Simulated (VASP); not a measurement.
Wanted: the native input for a VASP 6.6.1 run.

```yaml
Task: single point
Functional: PBE
Potentials_or_basis: VASP PAW PBE potentials, release 64 (Sn_d, Se)
Cutoff: 520 eV
k_mesh: 8 × 8 × 8
Occupations: fermi-dirac, width 0.02 eV
Spin: no spin polarisation
Dipole_correction: no
Further_INCAR_settings: ALGO = Normal; EDIFF = 1e-06; NBANDS = 17
```

The structure of SnSe lies in POSCAR:

```
SnSe
1.0
    0.0000000000      3.3891331749      3.3891331749
    3.3891331749      0.0000000000      3.3891331749
    3.3891331749      3.3891331749      0.0000000000
Sn Se
1 1
Direct
    0.0000000000      0.0000000000      0.0000000000
    0.2500000000      0.2500000000      0.2500000000
```

These files were run (other wordings do the same):

INCAR

```
PREC = Accurate
ENCUT = 520
EDIFF = 1E-6
ISMEAR = -1
SIGMA = 0.02
LREAL = F
LASPH = T
NELM = 80
ALGO = Normal
ISIF = 2
LWAVE = F
LCHARG = F
GGA = PE
NBANDS = 17
```

KPOINTS

```
regular mesh
0
Gamma
  8 8 8
```

Potentials or basis: VASP PAW PBE potentials, release 64 (Sn_d, Se).

Launch:

```console
$ cat potpaw_PBE.64/Sn_d/POTCAR potpaw_PBE.64/Se/POTCAR > POTCAR
$ mpirun -np 1 vasp_std > vasp.out
```

It gave:

| Item | Value |
| --- | --- |
| Pressure | 0.0 GPa |
| Band gap on the k mesh | 0.05 eV, indirect (least direct gap 0.68 eV) |

Caveat: spin-orbit coupling is left out, which moves the levels of the heavy elements.

Wall time 41 s on 1 thread of Intel(R) Xeon(R) Platinum 8488C (Sapphire Rapids), with other jobs on the host, peak memory 0.21 GiB.
